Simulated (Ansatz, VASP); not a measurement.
## FeCu: VASP beside Ansatz

```
Fe Cu
1.0
     1.41389   -1.95423    0.00000
     1.41389    1.95423    0.00000
     0.00000    0.00000    4.06798
Fe Cu
1 1
Direct
  0.00000 0.00000 0.00000
  0.50000 0.50000 0.50000
```

Change from the starting cell: volume scaled by 0.95, LAPW.

Alike in both runs: task single point; functional PBE; k mesh 12 × 12 × 7; occupations fermi-dirac, width 0.03 eV; collinear spin.

```csv
,VASP,Ansatz
version,VASP 6.6.1,Ansatz 0.2.0
potentials or method,"VASP PAW PBE potentials, release 64 (Fe, Cu), cutoff 520 eV","all-electron LAPW, scalar-relativistic"
```

|  | VASP | Ansatz | Ansatz less VASP |
| --- | --- | --- | --- |
| pressure (GPa) | 10.1 | 9.8 | -0.29 |
| traceless stress, the component that is largest in VASP (GPa) | -1.00 | -0.72 | +0.278 |
| net moment per atom (μB) | 1.23 | 1.23 | +0.001 |
| size of the moment on the site where the two differ most (μB) | 2.39 | 2.42 | +0.030 |

Site moments also hang on the region over which each program counts them. Ansatz ran all-electron here, and VASP with PAW potentials.
